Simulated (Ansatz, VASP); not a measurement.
Two plane-wave programs on Si

```
Si
1.0
    -3.42580    3.42580    1.90063
     3.42580   -3.42580    1.90063
     3.42580    3.42580   -1.90063
Si
4
Cartesian
  1.2246 1.2246 0.0000
  2.2012 2.2012 1.9006
  2.2012 -2.2012 1.9006
  -2.2012 2.2012 1.9006
```

Alike in both runs: task single point; functional PBEsol; k mesh 12 × 12 × 12; occupations gaussian, width 0.03 eV; no spin polarisation.

```csv
,VASP,Ansatz
version,VASP 6.6.1,Ansatz 0.2.0
potentials or method,"VASP PAW PBE potentials, release 64 (Si), cutoff 520 eV","scalar-relativistic, plane waves, PAW"
valence electrons in the cell,16,16
```

VASP gave:

```
gap on the k mesh at the Fermi level (eV)                     : 0.12
least direct gap on the mesh (eV)                             : 0.82
pressure (GPa)                                                : -3.7
traceless stress, the component that is largest in VASP (GPa) : 4.10
rms of the force components (eV/Å)                            : 0.242
```

Question: What did Ansatz give for the same quantities?

Answer: gap on the k mesh at the Fermi level (eV): 0.12; least direct gap on the mesh (eV): 0.83; pressure (GPa): -3.8; traceless stress, the component that is largest in VASP (GPa): 4.08; rms of the force components (eV/Å): 0.241.

VASP's potentials were made for PBE, not for PBEsol, and Ansatz warns of the same on its side. Atom by atom the forces differ by 0.000 eV/Å (rms over components).
